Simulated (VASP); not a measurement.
# MgI2 (P1) in VASP: a series of runs

MgI2 is run at these levels: LDA; tasks: single point.

Everything below comes from runs of VASP 6.6.1. Logs are shortened: lines on timing, memory, paths and dates and some standing lists are left out, and cuts for length are marked.

## (1) The cell of the first run

The typed cell holds 18 atoms: a = 8.133 Å, b = 12.200 Å, c = 6.758 Å, α = 90.00°, β = 90.00°, γ = 120.00°.

## (2) Single point, LDA

Input file INCAR:

```
PREC     = Accurate       # precision mode
ENCUT    = 520            # plane-wave cutoff, eV
EDIFF    = 1E-6           # SCF threshold, eV
ISMEAR   = -1             # smearing method
SIGMA    = 0.05           # smearing width, eV
LREAL    = Auto         
LASPH    = T              # aspherical terms in the spheres
NELM     = 60             # most SCF steps
ALGO     = Normal         # electronic algorithm
ISIF     = 2              # what is computed and relaxed
LWAVE    = F              # write WAVECAR
LCHARG   = F              # write CHGCAR
NBANDS   = 63             # bands
```

Input file KPOINTS:

```
Automatic mesh
0
Gamma
  1 1 1
```

Input file POSCAR:

```
MgI2
1.0
    8.1330390000      0.0000000000      0.0000000000
   -6.0997800000     10.5651280000      0.0000000000
    0.0000000000      0.0000000000      6.7578880000
Mg I
6 12
Direct
    0.0701712783     -0.0140651396      0.0042468890
   -0.0023950471      0.3250315566      0.0430163980
    0.0278734245      0.6534326891     -0.0076799142
    0.5423616888     -0.0053856423      0.0009766365
    0.5090540683      0.3584812224      0.0487134442
    0.5071274003      0.6583166811     -0.0067180752
    0.1788579950      0.2295097608      0.2755742623
    0.3667953732      0.1404904891      0.8107118674
    0.1690860847      0.5468367255      0.2667549388
    0.3160209253      0.4420012706      0.7432203671
    0.1985725529      0.8934581767      0.2681459059
    0.3588090617      0.7933742024      0.7505599383
    0.6848068753      0.1847871602      0.2903865823
    0.8693630537      0.1197524535      0.7775802144
    0.7082920373      0.5771629080      0.2826770731
    0.7940888107      0.4306147545      0.8237632823
    0.6773623167      0.8850342372      0.2645649055
    0.8550814659      0.7957026171      0.7347709817
```

Potentials or basis: VASP PAW LDA potentials, release 64 (Mg, I).

Started as:

```sh
> cat potpaw_LDA.64/Mg/POTCAR potpaw_LDA.64/I/POTCAR > POTCAR
> mpirun -np 1 vasp_gam > vasp.out
```

OUTCAR:

```text
PREC = Accurate
   ENCUT = 520
   EDIFF = 1E-6
   ISMEAR = -1
   LREAL = Auto
   LASPH = T
   NELM = 60
   ISIF = 2

 ion  position               nearest neighbor table
   1  0.070  0.986  0.004-   8 2.56  11 2.59  18 2.78  14 3.22   7 3.22  17 3.30
   2  0.998  0.325  0.043-   7 2.78   9 2.79  13 2.80  14 2.82  16 2.95  10 3.03
   3  0.028  0.653  0.992-  16 2.67   9 2.82  12 2.87  15 3.01  11 3.15  18 3.23
   4  0.542  0.995  0.001-  12 2.73  14 2.76  17 2.76  13 2.80  11 3.02   8 3.07
   5  0.509  0.358  0.049-  16 2.53   7 2.80  15 2.81   8 2.81  10 3.06  13 3.50
   6  0.507  0.658  0.993-  10 2.85  12 2.97   9 3.01  17 3.02  15 3.02  18 3.02
   7  0.179  0.230  0.276-   2 2.78   5 2.80   1 3.22
   8  0.367  0.140  0.811-   1 2.56   5 2.81   4 3.07  16 3.51
   9  0.169  0.547  0.267-   2 2.79   3 2.82   6 3.01
  10  0.316  0.442  0.743-   6 2.85   2 3.03   5 3.06
  11  0.199  0.893  0.268-   1 2.59   4 3.02   3 3.15
  12  0.359  0.793  0.751-   4 2.73   3 2.87   6 2.97
  13  0.685  0.185  0.290-   2 2.80   4 2.80   5 3.50
  14  0.869  0.120  0.778-   4 2.76   2 2.82   1 3.22
  15  0.708  0.577  0.283-   5 2.81   3 3.01   6 3.02
  16  0.794  0.431  0.824-   5 2.53   3 2.67   2 2.95   8 3.51
  17  0.677  0.885  0.265-   4 2.76   6 3.02   1 3.30
  18  0.855  0.796  0.735-   1 2.78   6 3.02   3 3.23

  LATTYP: Found a simple monoclinic cell.
 ALAT       =     8.1330390000
 B/A-ratio  =     0.8309179385
 C/A-ratio  =     1.3228756893
 COS(beta)  =    -0.1889821620

  Lattice vectors:

 A1 = (   8.1330390000,   0.0000000000,   0.0000000000)
 A2 = (   0.0000000000,   0.0000000000,   6.7578880000)
 A3 = (  -2.0332590000, -10.5651280000,   0.0000000000)

Analysis of symmetry for initial positions (statically):
=====================================================================
 Subroutine PRICEL returns:
 Original cell was already a primitive cell.

 Routine SETGRP: Setting up the symmetry group for a
 simple monoclinic supercell.

 Subroutine GETGRP returns: Found  1 space group operations
 (whereof  1 operations were pure point group operations)
 out of a pool of  4 trial point group operations.

The static configuration has the point symmetry C_1 .

Analysis of symmetry for dynamics (positions and initial velocities):
=====================================================================
 Subroutine PRICEL returns:
 Original cell was already a primitive cell.

 Routine SETGRP: Setting up the symmetry group for a
 simple monoclinic supercell.

 Subroutine GETGRP returns: Found  1 space group operations
 (whereof  1 operations were pure point group operations)
 out of a pool of  4 trial point group operations.

The dynamic configuration has the point symmetry C_1 .

 Subroutine INISYM returns: Found  1 space group operations
 (whereof  1 operations are pure point group operations),
 and found     1 'primitive' translations

----------------------------------------------------------------------------------------

                                     Primitive cell

  volume of cell :     580.6823

  direct lattice vectors                    reciprocal lattice vectors
     8.133039000  0.000000000  0.000000000     0.122955269  0.070988264  0.000000000
    -6.099780000 10.565128000  0.000000000     0.000000000  0.094651007  0.000000000
     0.000000000  0.000000000  6.757888000     0.000000000  0.000000000  0.147975225

  length of vectors
     8.133039000 12.199559242  6.757888000     0.141976519  0.094651007  0.147975225

  position of ions in fractional coordinates (direct lattice)
     0.070171278  0.985934860  0.004246889
     0.997604953  0.325031557  0.043016398
     0.027873425  0.653432689  0.992320086
     0.542361689  0.994614358  0.000976636
     0.509054068  0.358481222  0.048713444
     0.507127400  0.658316681  0.993281925
[... 10 lines left out ...]
     0.677362317  0.885034237  0.264564906
     0.855081466  0.795702617  0.734770982

  ion indices of the primitive-cell ions
   primitive index   ion index
                 1           1
                 2           2
                 3           3
                 4           4
                 5           5
                 6           6
[... 10 lines left out ...]
                17          17
                18          18

----------------------------------------------------------------------------------------

 KPOINTS: Automatic mesh

Automatic generation of k-mesh.
 Grid dimensions read from file:
 generate k-points for:    1    1    1

 Generating k-lattice:

  Cartesian coordinates                     Fractional coordinates (reciprocal lattice)
     0.122955269  0.070988264  0.000000000     1.000000000  0.000000000  0.000000000
     0.000000000  0.094651007  0.000000000     0.000000000  1.000000000  0.000000000
     0.000000000  0.000000000  0.147975225     0.000000000  0.000000000  1.000000000

  Length of vectors
     0.141976519  0.094651007  0.147975225

  Shift w.r.t. Gamma in fractional coordinates (k-lattice)
     0.000000000  0.000000000  0.000000000

 Subroutine IBZKPT returns following result:
 ===========================================

 Found      1 irreducible k-points:

 Following reciprocal coordinates:
            Coordinates               Weight
  0.000000  0.000000  0.000000      1.000000
   k-points           NKPTS =      1   k-points in BZ     NKDIM =      1   number of bands    NBANDS=     63
   number of dos      NEDOS =    301   number of ions     NIONS =     18
   total plane-waves  NPLWV = 288000
   dimension x,y,z NGX =    60 NGY =   96 NGZ =   50
   dimension x,y,z NGXF=   120 NGYF=  192 NGZF=  100
   ions per type =               6  12
   NGX,Y,Z   is equivalent  to a cutoff of  12.26, 13.08, 12.30 a.u.
   NGXF,Y,Z  is equivalent  to a cutoff of  24.53, 26.16, 24.60 a.u.
 SYSTEM =  unknown system
   PREC   = accura    normal or accurate (medium, high low for compatibility)
   ISTART =      0    job   : 0-new  1-cont  2-samecut
   ICHARG =      2    charge: 1-file 2-atom 10-const
   ISPIN  =      1    spin polarized calculation?
   LNONCOLLINEAR =      F non collinear calculations
   LSORBIT =      F    spin-orbit coupling
   LASPH  =      T    aspherical Exc in radial PAW
   ENCUT  =  520.0 eV  38.22 Ry    6.18 a.u.  15.12 22.68 12.57*2*pi/ulx,y,z
   NELM   =     60;   NELMIN=  2; NELMDL= -5     # of ELM steps
   EDIFF  = 0.1E-05   stopping-criterion for ELM
   LREAL  =      T    real-space projection
   EDIFFG = 0.1E-04   stopping-criterion for IOM
   NSW    =      0    number of steps for IOM
   IBRION =     -1    ionic relax: 0-MD 1-quasi-New 2-CG
   NFREE  =      0    steps in history (QN), initial steepest desc. (CG)
   ISIF   =      2    stress and relaxation
   ISYM   =      2    0-nonsym 1-usesym 2-fastsym
   POTIM  = 0.5000    time-step for ionic-motion
   TEBEG  =    0.0;   TEEND  =   0.0 temperature during run
   PSTRESS=    0.0 pullay stress
   NELECT =      96.0000    total number of electrons
   NUPDOWN=      -1.0000    fix difference up-down
   EMIN   =  10.00;   EMAX   =-10.00  energy-range for DOS
   EFERMI =   0.00;   METHOD = LEGACY
   ISMEAR =    -1;   SIGMA  =   0.05  broadening in eV -4-tet -1-fermi 0-gaus
   EFERMI_NEDOS =   21; number of points for ismear=-14 and -15
   IALGO  =     38    algorithm
   IMIX   =      4    mixing-type and parameters
     AMIX     =   0.40;   BMIX     =  1.00
     AMIX_MAG =   1.60;   BMIX_MAG =  1.00
  volume/ion in A,a.u.               =      32.26       217.70
  Fermi-wavevector in a.u.,A,eV,Ry     =   0.898502  1.697923 10.984062  0.807306
  Thomas-Fermi vector in A             =   2.021219
   LORBIT       =      0    0 simple, 1 ext, 2 COOP (PROOUT), +10 PAW based schemes
   GGA     = CA    functional components
   LHFCALC =     F    Hartree Fock is set to
   AEXX    =    0.0000 exact exchange contribution
   IVDW    =     0    specifies the selected vdW correction
   LEPSILON=     F    determine dielectric tensor
   LRPA    =     F    only Hartree local field effects (RPA)
 non-spin polarized calculation
  energy-cutoff  :      520.00
  volume of cell :      580.68
 maximum number of plane-waves:      7795
   NGX = 31   NGY = 45   NGZ = 25

 number of electron      95.9999998 magnetization

 Free energy of the ion-electron system (eV)
  ---------------------------------------------------
  ext. energy  EPLUGINS =         0.00000000
  ---------------------------------------------------
  free energy    TOTEN  =       -50.92380879 eV

  energy without entropy =      -50.92380879  energy(sigma->0) =      -50.92380879

 E-fermi :   4.3943     XC(G=0):  -8.7841

 val. band max:        3.1871555892   @ k =   0.0000   0.0000   0.0000
 cond. band min:       6.0615126397   @ k =   0.0000   0.0000   0.0000
 fundamental gap:      2.8743570505
 Fermi energy:         4.3942714911

 k-point     1 :       0.0000    0.0000    0.0000
  band No.  band energies     occupation
      1      -9.8148      2.00000
      2      -9.3404      2.00000
      3      -9.1179      2.00000
      4      -9.0355      2.00000
      5      -8.8664      2.00000
      6      -8.7626      2.00000
[... 52 lines left out ...]
     59       7.9966      0.00000
     60       8.0954      0.00000
 [bands above 60 left out]

------------------------ aborting loop because EDIFF is reached ----------------------------------------

  FORCE on cell =-STRESS in cart. coord.  units (eV):
  Direction    XX          YY          ZZ          XY          YZ          ZX
  --------------------------------------------------------------------------------------
  -------------------------------------------------------------------------------------
  Total       19.2119967      4.2337845     -6.8678830     -0.3838694     -0.4583202     -1.2901699
  in kB       53.0083734     11.6815569    -18.9493738     -1.0591451     -1.2645644     -3.5597449
  external PRESSURE =      15.2468522 kB  Pullay stress =       0.0000000 kB

 VOLUME and BASIS-vectors are now :
 -----------------------------------------------------------------------------
  energy-cutoff  :      520.00
  volume of cell :      580.68
      direct lattice vectors                 reciprocal lattice vectors
     8.133039000  0.000000000  0.000000000     0.122955269  0.070988264  0.000000000
    -6.099780000 10.565128000  0.000000000     0.000000000  0.094651007  0.000000000
     0.000000000  0.000000000  6.757888000     0.000000000  0.000000000  0.147975225

 POSITION                                       TOTAL-FORCE (eV/Angst)
 -----------------------------------------------------------------------------------
     -5.44328     10.41653      0.02870        -1.650747     -0.092911      0.258507
      6.13094      3.43400      0.29070         0.038957     -0.252639     -0.096503
     -3.75910      6.90360      6.70599        -0.288809      0.845667      0.460079
     -1.65588     10.50823      0.00660        -0.182129      0.381072      0.414565
      1.95350      3.78740      0.32920        -1.024315     -0.551125      0.944393
      0.10890      6.95520      6.71249         0.153781      0.401237      0.225824
[... 10 lines left out ...]
      0.11050      9.35050      1.78790         0.478964     -0.596411     -0.389992
      2.10080      8.40670      4.96550         0.284451     -0.411130      0.426888
 -----------------------------------------------------------------------------------
    total drift:                               -0.005826     -0.005419      0.010331

  FREE ENERGIE OF THE ION-ELECTRON SYSTEM (eV)
  ---------------------------------------------------
  free  energy   TOTEN  =       -50.9238087942 eV

  energy  without entropy=      -50.9238087941  energy(sigma->0) =      -50.92380879
```

Wall time 86 s (1 thread of AMD EPYC 7R13, shared host); peak memory 0.42 GiB.

What came out:

| Property | Result |
| --- | --- |
| Free energy | -50.9238 eV |
| Pressure | 1.5 GPa |
| Largest force | 1.862 eV/Å |
| Band gap on the k mesh | 2.87 eV |

Forces on the atoms (eV/Å):
```
Mg  -1.651 -0.093  0.259
Mg   0.039 -0.253 -0.097
Mg  -0.289  0.846  0.460
Mg  -0.182  0.381  0.415
Mg  -1.024 -0.551  0.944
Mg   0.154  0.401  0.226
I    0.578  0.055  0.016
I    0.774  0.082 -0.851
I    0.105  0.281 -0.213
I    0.214  0.464  0.477
I    0.332 -0.436  0.160
I   -0.201 -0.615 -0.038
I   -0.703  0.572 -0.070
I    0.072 -0.221 -0.071
I   -0.283 -0.074 -0.334
I    1.302  0.169 -1.320
I    0.479 -0.596 -0.390
I    0.284 -0.411  0.427
```

Stress tensor (GPa, compression positive):
```
 5.30 -0.11 -0.36
-0.11  1.17 -0.13
-0.36 -0.13 -1.89
```

Levels at points of the mesh, in eV from the valence-band top:
| k point | band 44 | band 45 | band 46 | band 47 | band 48 | band 49 | band 50 | band 51 | band 52 | band 53 |
| --- | --- | --- | --- | --- | --- | --- | --- | --- | --- | --- |
| (0.00, 0.00, 0.00) | -0.62 | -0.55 | -0.30 | -0.22 | 0.00 | 2.87 | 2.98 | 3.44 | 3.49 | 3.58 |

Caveat: the k points lie up to 0.93 Å⁻¹ apart; spin-orbit coupling is left out, which moves the levels of the heavy elements; forces of over 1 eV/Å act on the atoms, so gaps and moduli don't describe the material at rest. A k mesh can miss the band edges.

## (3) Single point, LDA

This run uses another cell than the first one, of 32.15 Å³/atom, 0.997 times its volume.

Input file INCAR:

```
PREC = Accurate
ENCUT = 520
EDIFF = 1E-6
ISMEAR = -1
SIGMA = 0.05
LREAL = Auto
LASPH = T
NELM = 100
ALGO = Normal
ISIF = 2
LWAVE = F
LCHARG = T
LELF = T
LVHAR = T
NBANDS = 63
```

Input file KPOINTS:

```
regular mesh
0
Gamma
  1 1 1
```

Input file POSCAR:

```
MgI2
1.0
    8.1239420000      0.0000000000      0.0000000000
   -6.0929570000     10.5533100000      0.0000000000
    0.0000000000      0.0000000000      6.7503290000
Mg I
6 12
Direct
    0.0121083012      0.0003885037      0.0262653865
    0.0133605517      0.3245616778      0.0630784070
    0.0588129048      0.7208638806      0.0025183958
    0.5491778603      0.0171983956     -0.0202656789
    0.4640333227      0.3571959887      0.0685892495
    0.5003933167      0.6587222398      0.0258950342
    0.1932008824      0.2198362410      0.3409463450
    0.3786917440      0.1451298218      0.7984647859
    0.1931034163      0.5628565824      0.2728755887
    0.3214132318      0.4359201047      0.7756214549
    0.2007912706      0.8933784756      0.2905932437
    0.3715738745      0.7921021935      0.7444822319
    0.6883063558      0.1909353558      0.3084145973
    0.8782645012      0.1263868871      0.7499782603
    0.7076382011      0.5826418441      0.2924153771
    0.8162977994      0.4585386007      0.8085976254
    0.6780106516      0.8854188875      0.2494545081
    0.9076696851      0.8014262824      0.7168095066
```

Potentials or basis: VASP PAW LDA potentials, release 64 (Mg, I).

Started as:

```sh
> cat potpaw_LDA.64/Mg/POTCAR potpaw_LDA.64/I/POTCAR > POTCAR
> mpirun -np 1 vasp_gam > vasp.out
```

It took 1.9 min on 1 thread of AMD EPYC 7R13, shared host; peak memory 0.39 GiB.

Results (log left out):

```yaml
Free_energy: -50.7298 eV
Pressure: 0.4 GPa
Largest_force: 1.266 eV/Å
Band_gap_on_the_k_mesh: 2.84 eV
```

Forces in eV/Å, atoms in the order of the input:
```
Mg   0.371  0.041 -0.242
Mg  -0.520  0.148  0.028
Mg   0.029 -1.125 -0.143
Mg  -0.240 -0.019  0.441
Mg   1.214  0.103 -0.084
Mg   0.262  0.190 -0.161
I   -0.144  0.131 -0.799
I   -0.009 -0.397  0.359
I   -0.203 -0.306 -0.090
I   -0.291  0.588  0.088
I   -0.035  0.632 -0.560
I    0.289 -0.200  0.326
I   -0.225  0.444 -0.541
I    0.007 -0.343  0.754
I   -0.431 -0.283 -0.403
I    0.598  0.081  0.519
I    0.300  0.040 -0.257
I   -0.971  0.274  0.765
```

Stress tensor (GPa, compression positive):
```
 4.82 -0.32 -0.07
-0.32  0.04 -0.01
-0.07 -0.01 -3.70
```

Levels at points of the mesh, in eV from the valence-band top:
```csv
k point,band 46,band 47,band 48,band 49,band 50,band 51
"(0.00, 0.00, 0.00)",-0.23,-0.05,0.00,2.84,3.16,3.27
```

Caveat: the k points lie up to 0.93 Å⁻¹ apart; spin-orbit coupling is left out, which moves the levels of the heavy elements; forces of over 1 eV/Å act on the atoms, so gaps and moduli don't describe the material at rest.

(Part 1 of 2 ends here.)
